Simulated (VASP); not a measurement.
# NaF (Fm-3m) in VASP: G0W0 quasiparticle levels with PBE

Aim: the G0W0 quasiparticle levels of NaF with PBE.

Everything below comes from runs of VASP 6.6.1. Logs are shortened: lines on timing, memory, paths and dates and some standing lists are left out, and cuts for length are marked.

## (1) The cell of the first run

It takes space group Fm-3m (No. 225, cubic). The conventional cell has a = 4.594 Å, b = 4.594 Å, c = 4.594 Å, α = 90.00°, β = 90.00°, γ = 90.00°. Within 3.0 Å of Na (site symmetry m-3m) lie 6 F at 2.30 Å. F (site symmetry m-3m) has 6 Na at 2.30 Å within 3.0 Å.

## (2) G0W0 quasiparticle levels, PBE

The input, POSCAR:

```
NaF
1.0
    0.0000000000      2.2972433049      2.2972433049
    2.2972433049      0.0000000000      2.2972433049
    2.2972433049      2.2972433049      0.0000000000
Na F
1 1
Direct
    0.0000000000      0.0000000000      0.0000000000
    0.5000000000      0.5000000000      0.5000000000
```

The input, INCAR.step1:

```
ALGO     = Normal         # electronic algorithm
EDIFF    = 1E-8           # SCF threshold, eV
ENCUT    = 500            # plane-wave cutoff, eV
GGA      = PE             # functional
ISMEAR   = 0              # smearing method
LASPH    = True           # aspherical terms in the spheres
LCHARG   = False          # write CHGCAR
LREAL    = False          # projectors in reciprocal space
LWAVE    = True           # write WAVECAR
NELM     = 60             # most SCF steps
PREC     = Accurate       # precision mode
SIGMA    = 0.01           # smearing width, eV
```

The input, INCAR.step2:

```
ALGO     = Exact          # electronic algorithm
EDIFF    = 1E-8           # SCF threshold, eV
ENCUT    = 500            # plane-wave cutoff, eV
GGA      = PE             # functional
ISMEAR   = 0              # smearing method
ISTART   = 1            
LASPH    = True           # aspherical terms in the spheres
LCHARG   = False          # write CHGCAR
LOPTICS  = True           # frequency-dependent dielectric function
LREAL    = False          # projectors in reciprocal space
LWAVE    = True           # write WAVECAR
NBANDS   = 47             # bands
NELM     = 1              # most SCF steps
PREC     = Accurate       # precision mode
SIGMA    = 0.01           # smearing width, eV
```

The input, INCAR.step3:

```
ALGO     = EVGW0          # electronic algorithm
EDIFF    = 1E-8           # SCF threshold, eV
ENCUT    = 500            # plane-wave cutoff, eV
ENCUTGW  = 80.0           # cutoff of the response function
GGA      = PE             # functional
ISMEAR   = 0              # smearing method
ISTART   = 1            
LASPH    = True           # aspherical terms in the spheres
LCHARG   = False          # write CHGCAR
LREAL    = False          # projectors in reciprocal space
LWAVE    = False          # write WAVECAR
NBANDS   = 47             # bands
NBANDSGW = 16           
NELMGW   = 1            
NOMEGA   = 96             # frequency points
OMEGAMAX = 30           
PREC     = Accurate       # precision mode
PRECFOCK = Fast         
SIGMA    = 0.01           # smearing width, eV
```

The input, KPOINTS:

```
k-points
0
Gamma
  10 10 10
```

Potentials or basis: VASP PAW PBE potentials, release 64 (Na_sv_GW, F_GW).

Started as:

```
cat potpaw_PBE.64/Na_sv_GW/POTCAR potpaw_PBE.64/F_GW/POTCAR > POTCAR
cp INCAR.step1 INCAR
mpirun -np 1 vasp_std > vasp.out
cp INCAR.step2 INCAR
mpirun -np 1 vasp_std > vasp.out
cp INCAR.step3 INCAR
mpirun -np 1 vasp_std > vasp.out
```

OUTCAR:

```text
EDIFF = 1E-8
   ENCUT = 500
   ENCUTGW = 80.0
   GGA = PE
   ISMEAR = 0
   ISTART = 1
   LASPH = True
   LREAL = False
   NELMGW = 1
   PREC = Accurate
   PRECFOCK = Fast

 ion  position               nearest neighbor table
   1  0.000  0.000  0.000-   2 2.30   2 2.30   2 2.30   2 2.30   2 2.30   2 2.30
   2  0.500  0.500  0.500-   1 2.30   1 2.30   1 2.30   1 2.30   1 2.30   1 2.30

  LATTYP: Found a face centered cubic cell.
 ALAT       =     4.5944866098

  Lattice vectors:

 A1 = (   0.0000000000,   2.2972433049,   2.2972433049)
 A2 = (   2.2972433049,   0.0000000000,   2.2972433049)
 A3 = (   2.2972433049,   2.2972433049,   0.0000000000)

Analysis of symmetry for initial positions (statically):
=====================================================================
 Subroutine PRICEL returns:
 Original cell was already a primitive cell.

 Routine SETGRP: Setting up the symmetry group for a
 face centered cubic supercell.

 Subroutine GETGRP returns: Found 48 space group operations
 (whereof 48 operations were pure point group operations)
 out of a pool of 48 trial point group operations.

The static configuration has the point symmetry O_h .

Analysis of symmetry for dynamics (positions and initial velocities):
=====================================================================
 Subroutine PRICEL returns:
 Original cell was already a primitive cell.

 Routine SETGRP: Setting up the symmetry group for a
 face centered cubic supercell.

 Subroutine GETGRP returns: Found 48 space group operations
 (whereof 48 operations were pure point group operations)
 out of a pool of 48 trial point group operations.

The dynamic configuration has the point symmetry O_h .

 Subroutine INISYM returns: Found 48 space group operations
 (whereof 48 operations are pure point group operations),
 and found     1 'primitive' translations

----------------------------------------------------------------------------------------

                                     Primitive cell

  volume of cell :      24.2466

  direct lattice vectors                    reciprocal lattice vectors
     0.000000000  2.297243305  2.297243305    -0.217652174  0.217652174  0.217652174
     2.297243305  0.000000000  2.297243305     0.217652174 -0.217652174  0.217652174
     2.297243305  2.297243305  0.000000000     0.217652174  0.217652174 -0.217652174

  length of vectors
     3.248792638  3.248792638  3.248792638     0.376984624  0.376984624  0.376984624

  position of ions in fractional coordinates (direct lattice)
     0.000000000  0.000000000  0.000000000
     0.500000000  0.500000000  0.500000000

  ion indices of the primitive-cell ions
   primitive index   ion index
                 1           1
                 2           2

----------------------------------------------------------------------------------------

 KPOINTS: k-points

Automatic generation of k-mesh.
 Grid dimensions read from file:
 generate k-points for:   10   10   10

 Generating k-lattice:

  Cartesian coordinates                     Fractional coordinates (reciprocal lattice)
    -0.021765217  0.021765217  0.021765217     0.100000000  0.000000000  0.000000000
     0.021765217 -0.021765217  0.021765217     0.000000000  0.100000000  0.000000000
     0.021765217  0.021765217 -0.021765217     0.000000000  0.000000000  0.100000000

  Length of vectors
     0.037698462  0.037698462  0.037698462

  Shift w.r.t. Gamma in fractional coordinates (k-lattice)
     0.000000000  0.000000000  0.000000000

 Subroutine IBZKPT returns following result:
 ===========================================

 Found     47 irreducible k-points:

 Following reciprocal coordinates:
            Coordinates               Weight
  0.000000  0.000000  0.000000      1.000000
  0.100000  0.000000  0.000000      8.000000
  0.200000  0.000000  0.000000      8.000000
  0.300000  0.000000  0.000000      8.000000
  0.400000  0.000000  0.000000      8.000000
  0.500000  0.000000  0.000000      4.000000
[... 16 lines left out ...]
  0.300000  0.300000  0.000000      6.000000
  0.400000  0.300000  0.000000     24.000000
 [... further k-points ...]
   k-points           NKPTS =     47   k-points in BZ     NKDIM =   1000   number of bands    NBANDS=     47
   number of dos      NEDOS =    301   number of ions     NIONS =      2
   total plane-waves  NPLWV =  13824
   dimension x,y,z NGX =    24 NGY =   24 NGZ =   24
   dimension x,y,z NGXF=    48 NGYF=   48 NGZF=   48
   ions per type =               1   1
   NGX,Y,Z   is equivalent  to a cutoff of  12.28, 12.28, 12.28 a.u.
   NGXF,Y,Z  is equivalent  to a cutoff of  24.56, 24.56, 24.56 a.u.
 SYSTEM =  unknown system
   PREC   = accura    normal or accurate (medium, high low for compatibility)
   ISTART =      1    job   : 0-new  1-cont  2-samecut
   ICHARG =      0    charge: 1-file 2-atom 10-const
   ISPIN  =      1    spin polarized calculation?
   LNONCOLLINEAR =      F non collinear calculations
   LSORBIT =      F    spin-orbit coupling
   LASPH  =      T    aspherical Exc in radial PAW
   ENCUT  =  500.0 eV  36.75 Ry    6.06 a.u.   5.92  5.92  5.92*2*pi/ulx,y,z
   NELM   =     60;   NELMIN=  2; NELMDL=  0     # of ELM steps
   EDIFF  = 0.1E-07   stopping-criterion for ELM
   LREAL  =      F    real-space projection
   EDIFFG = 0.1E-06   stopping-criterion for IOM
   NSW    =      0    number of steps for IOM
   IBRION =     -1    ionic relax: 0-MD 1-quasi-New 2-CG
   NFREE  =      0    steps in history (QN), initial steepest desc. (CG)
   ISIF   =      0    stress and relaxation
   ISYM   =      3    0-nonsym 1-usesym 2-fastsym
   POTIM  = 0.5000    time-step for ionic-motion
   TEBEG  =    0.0;   TEEND  =   0.0 temperature during run
   PSTRESS=    0.0 pullay stress
   NELECT =      16.0000    total number of electrons
   NUPDOWN=      -1.0000    fix difference up-down
   EMIN   =  10.00;   EMAX   =-10.00  energy-range for DOS
   EFERMI =   0.00;   METHOD = LEGACY
   ISMEAR =     0;   SIGMA  =   0.01  broadening in eV -4-tet -1-fermi 0-gaus
   EFERMI_NEDOS =   21; number of points for ismear=-14 and -15
   IALGO  =     38    algorithm
   IMIX   =      4    mixing-type and parameters
     AMIX     =   0.40;   BMIX     =  1.00
     AMIX_MAG =   1.60;   BMIX_MAG =  1.00
  volume/ion in A,a.u.               =      12.12        81.81
  Fermi-wavevector in a.u.,A,eV,Ry     =   1.425272  2.693374 27.638889  2.031401
  Thomas-Fermi vector in A             =   2.545674
   LORBIT       =      0    0 simple, 1 ext, 2 COOP (PROOUT), +10 PAW based schemes
   GGA     = PE    functional components
   LHFCALC =     T    Hartree Fock is set to
   PRECFOCK=fast      Normal, Fast or Accurate (Low or Medium for compatibility)
   ENCUT4O =  -1.0   cutoff for four orbital integrals eV
   NKREDX  =     1    reduce k-point grid by
   NKREDY  =     1    reduce k-point grid by
   NKREDZ  =     1    reduce k-point grid by
   AEXX    =    1.0000 exact exchange contribution
   HFSCREEN=    0.0000 screening length (either q_TF or 0.3 A-1)
   HFSCREENC=   0.0000 screening length for correlation (either q_TF or 0.3 A-1)
   ENCUTFOCK=  -1.0 apply spherical cutoff to Coloumb kernel
   IVDW    =     0    specifies the selected vdW correction
   LEPSILON=     F    determine dielectric tensor
   LRPA    =     F    only Hartree local field effects (RPA)
   LRPAFORCE           =     F    calculate RPA forces
   ENCUTGW             =  80.0    cutoff for response function in eV
   ENCUTGWSOFT         =  64.0    soft cutoff for Coulomb kernel in GW response function in eV
   ENCUTLF             =  -1.0    cutoff for local field effects
   NELMGW              =     1    number of iterations in solving QP/BSE equation
   NELMHF              =     1    number of iterations in the inner HF iteration
   NKREDLFX            =     1    NKREDLFY  =   1   NKREDLFZ  =   1
 non-spin polarized calculation
 Gauss-broadening in eV      SIGMA  =   0.01
  energy-cutoff  :      500.00
  volume of cell :       24.25
 maximum number of plane-waves:       636
  NGX = 14; NGY = 14; NGZ = 14
   NGX = 11   NGY = 11   NGZ = 11
 maximum number of plane-waves:        51
 NGX is ok and might be reduce to    14

 QP shifts <psi_nk| G(iteration)W_0 |psi_nk>: iteration 1
 for sc-GW calculations column KS-energies equals QP-energies in previous step
 and V_xc(KS)=  KS-energies - (<T + V_ion + V_H > + <T+V_H+V_ion>^1  + <V_x>^1)

 k-point   1 :       0.0000    0.0000    0.0000
  band No.  KS-energies  QP-energies   sigma(KS)   V_xc(KS)     V^pw_x(r,r')   Z            occupation Imag(sigma)

      1     -48.6920     -60.3628     -43.4732     -29.2468     -49.1129       0.8204       2.0000       0.3140
      2     -20.9056     -25.4713     -29.0122     -22.6983     -36.8141       0.7231       2.0000       0.8025
      3     -20.5764     -27.9576     -36.9856     -28.3998     -41.4638       0.8597       2.0000       0.0750
      4     -20.5764     -27.9576     -36.9856     -28.3998     -41.4638       0.8597       2.0000       0.0750
      5     -20.5764     -27.9576     -36.9856     -28.3998     -41.4638       0.8597       2.0000       0.0750
      6      -1.7074      -4.3848     -25.6905     -22.3727     -30.2023       0.8070       2.0000       0.0852
[... 8 lines left out ...]
     15      22.5717      24.7841      -6.0606      -8.5813      -2.8136       0.8777       0.0000      -0.1090
     16      25.6018      28.4069      -8.3959     -11.6278      -4.5859       0.8679       0.0000      -0.3265

 k-point   2 :       0.1000    0.0000    0.0000
  band No.  KS-energies  QP-energies   sigma(KS)   V_xc(KS)     V^pw_x(r,r')   Z            occupation Imag(sigma)

      1     -48.6906     -60.3688     -43.4765     -29.2495     -49.1159       0.8208       2.0000       0.3136
      2     -21.0418     -26.2300     -30.8152     -23.9233     -37.7950       0.7528       2.0000       0.6289
      3     -20.5777     -27.9568     -36.9820     -28.3972     -41.4600       0.8596       2.0000       0.0746
      4     -20.5777     -27.9568     -36.9820     -28.3972     -41.4600       0.8596       2.0000       0.0746
      5     -20.4275     -27.0172     -35.1969     -27.1927     -40.4962       0.8233       2.0000       0.2477
      6      -1.9087      -4.6261     -25.1928     -21.8237     -29.6211       0.8066       2.0000       0.0857
[... 8 lines left out ...]
     15      22.1875      24.4110      -6.2930      -8.8310      -3.0139       0.8761       0.0000      -0.1196
     16      25.6250      28.3169      -7.8427     -10.9133      -4.0875       0.8767       0.0000      -0.3650

 k-point   3 :       0.2000    0.0000    0.0000
  band No.  KS-energies  QP-energies   sigma(KS)   V_xc(KS)     V^pw_x(r,r')   Z            occupation Imag(sigma)

      1     -48.6869     -60.3805     -43.4847     -29.2565     -49.1235       0.8219       2.0000       0.3126
      2     -21.2374     -26.7836     -31.6543     -24.4530     -38.2053       0.7702       2.0000       0.5425
      3     -20.5808     -27.9596     -36.9746     -28.3905     -41.4523       0.8596       2.0000       0.0737
      4     -20.5808     -27.9596     -36.9746     -28.3905     -41.4523       0.8596       2.0000       0.0737
      5     -20.1961     -26.4017     -34.3979     -26.7106     -40.1208       0.8073       2.0000       0.3312
      6      -2.3734      -5.1828     -24.2534     -20.7639     -28.5538       0.8051       2.0000       0.0888
[... 394 lines left out ...]
      1     -48.6793     -60.3898     -43.5009     -29.2707     -49.1390       0.8229       2.0000       0.3112
      2     -21.1749     -26.8776     -32.2020     -24.8536     -38.5233       0.7760       2.0000       0.4836
      3     -20.6143     -27.9709     -36.8968     -28.3134     -41.3701       0.8571       2.0000       0.0779
      4     -20.6143     -27.9709     -36.8968     -28.3134     -41.3701       0.8571       2.0000       0.0779
      5     -20.2034     -26.2073     -33.8971     -26.3656     -39.8351       0.7972       2.0000       0.3676
      6      -2.8017      -5.7202     -23.6901     -20.0593     -27.9578       0.8038       2.0000       0.0933
[... 8 lines left out ...]
     15      24.8538      27.2007      -6.2045      -8.8829      -2.8696       0.8762       0.0000      -0.1545
     16      29.1941      31.5745      -6.2806      -8.9668      -2.6153       0.8861       0.0000      -0.4274

 k-point  24 :       0.4000    0.3000    0.0000
  band No.  KS-energies  QP-energies   sigma(KS)   V_xc(KS)     V^pw_x(r,r')   Z            occupation Imag(sigma)

      1     -48.6765     -60.4038     -43.5069     -29.2761     -49.1448       0.8241       2.0000       0.3107
      2     -21.1463     -26.9253     -32.4637     -25.0461     -38.6778       0.7791       2.0000       0.4573
      3     -20.6289     -27.9729     -36.8506     -28.2715     -41.3259       0.8560       2.0000       0.0790
      4     -20.6201     -27.9738     -36.8822     -28.3003     -41.3548       0.8569       2.0000       0.0779
      5     -20.2159     -26.1336     -33.6534     -26.1879     -39.6878       0.7927       2.0000       0.3878
      6      -2.9167      -5.8726     -23.6251     -19.9461     -27.8983       0.8035       2.0000       0.0947
[... 8 lines left out ...]
     15      25.2460      27.6026      -6.3298      -9.0212      -2.9323       0.8756       0.0000      -0.1992
     16      29.1559      31.3438      -5.8842      -8.3584      -2.2617       0.8843       0.0000      -0.4468

 [... further k-points ...]
```

Wall time 19 min (1 thread of Intel Xeon 6975P-C (Granite Rapids), shared host); peak memory 1.4 GiB.

What came out:

* Quasiparticle gap: 10.65 eV
* Least direct quasiparticle gap: 10.65 eV
* Band gap of the starting levels on the mesh: 6.47 eV
* Least direct gap of the starting levels on the mesh: 6.47 eV

Caveat: bands, screening cutoff and mesh are small and nothing is extrapolated, so the quasiparticle values aren't converged.
